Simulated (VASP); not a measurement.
Wanted: the native input for a VASP 6.6.1 run.

```yaml
Task: single point
Functional: r2SCAN
Potentials_or_basis: VASP PAW PBE potentials, release 64 (Rh_pv)
Cutoff: 520 eV
k_mesh: 17 × 17 × 17
Occupations: fermi-dirac, width 0.1 eV
Spin: no spin polarisation
Dipole_correction: no
Further_INCAR_settings: ALGO = Normal; EDIFF = 1e-06; NBANDS = 14
```

Crystal: Rh.

```
Rh
1.0
     0.00000    1.86187    1.86187
     1.86187    0.00000    1.86187
     1.86187    1.86187    0.00000
Rh
1
Direct
  0.00000 0.00000 0.00000
```

This cell differs from its parent crystal: volume scaled by 0.94.

These files were run (other wordings do the same):

POSCAR

```
Rh
1.0
    0.0000000000      1.8618673726      1.8618673726
    1.8618673726      0.0000000000      1.8618673726
    1.8618673726      1.8618673726      0.0000000000
Rh
1
Direct
    0.0000000000      0.0000000000      0.0000000000
```

INCAR.step1

```
ALGO = Normal ; EDIFF = 1E-4
ENCUT = 520 ; GGA = PE
ISMEAR = -1 ; LASPH = True
LCHARG = False ; LREAL = False
LWAVE = True ; NBANDS = 14
NELM = 60 ; PREC = Accurate
SIGMA = 0.1
```

INCAR.step2

```
ALGO = Normal ; EDIFF = 1E-6
ENCUT = 520 ; ISIF = 2
ISMEAR = -1 ; ISTART = 1
LASPH = True ; LCHARG = True
LELF = True ; LMIXTAU = True
LREAL = False ; LVHAR = True
LWAVE = False ; METAGGA = R2SCAN
NBANDS = 14 ; NELM = 60
PREC = Accurate ; SIGMA = 0.1
```

KPOINTS

```
k-points
0
Gamma
  17 17 17
```

Potentials or basis: VASP PAW PBE potentials, release 64 (Rh_pv).

Launch:

```bash
$ cat potpaw_PBE.64/Rh_pv/POTCAR > POTCAR
$ cp INCAR.step1 INCAR
$ mpirun -np 1 vasp_std > vasp.out
$ cp INCAR.step2 INCAR
$ mpirun -np 1 vasp_std > vasp.out
```

It gave:

- Pressure: 21.9 GPa

Caveat: the PAW data sets were made with another functional, which shifts forces and pressure a little.

Run time: 63 s on 1 thread of AMD EPYC 9R45 96-Core Processor (Zen 5) (shared host), peak memory 0.12 GiB.
